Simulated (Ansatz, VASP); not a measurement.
# TePb: VASP beside Ansatz

```
Pb Te
1.0
     0.00000    3.85889    3.64149
     3.85889    0.00000    3.64149
     3.85889    3.85889    0.00000
Pb Te
1 1
Cartesian
  0.0000 0.0000 0.0000
  1.9294 1.9294 1.8207
```

Change from the starting cell: biaxial_xy strain +6.0%.

Alike in both runs: task single point; functional r2SCAN; k mesh 6 × 6 × 6; no spin polarisation.

|  | VASP | Ansatz |
| --- | --- | --- |
| version | VASP 6.6.1 | Ansatz 0.2.0 |
| potentials or method | VASP PAW PBE potentials, release 64 (Pb_d, Te) | plane waves, PAW |
| plane-wave cutoff (eV) | 550 | 500 |
| occupations | gaussian, width 0.01 eV | fixed |
| valence electrons in the cell | 20 | 30 |

Ansatz gave:

| Property | Result |
| --- | --- |
| gap on the k mesh at the Fermi level (eV) | 0.94 |
| pressure (GPa) | -2.5 |
| traceless stress, the component that is largest in VASP (GPa) | 0.26 |

Question: Estimate VASP's values.

Answer: gap on the k mesh at the Fermi level (eV): 0.93; pressure (GPa): -2.5; traceless stress, the component that is largest in VASP (GPa): 0.26.

VASP's potentials were made for PBE, not for r2SCAN. VASP's potentials hold 20 valence electrons a cell and Ansatz's 30, so a difference there can come from the potentials and not from the codes.

Spin-orbit coupling is off throughout.
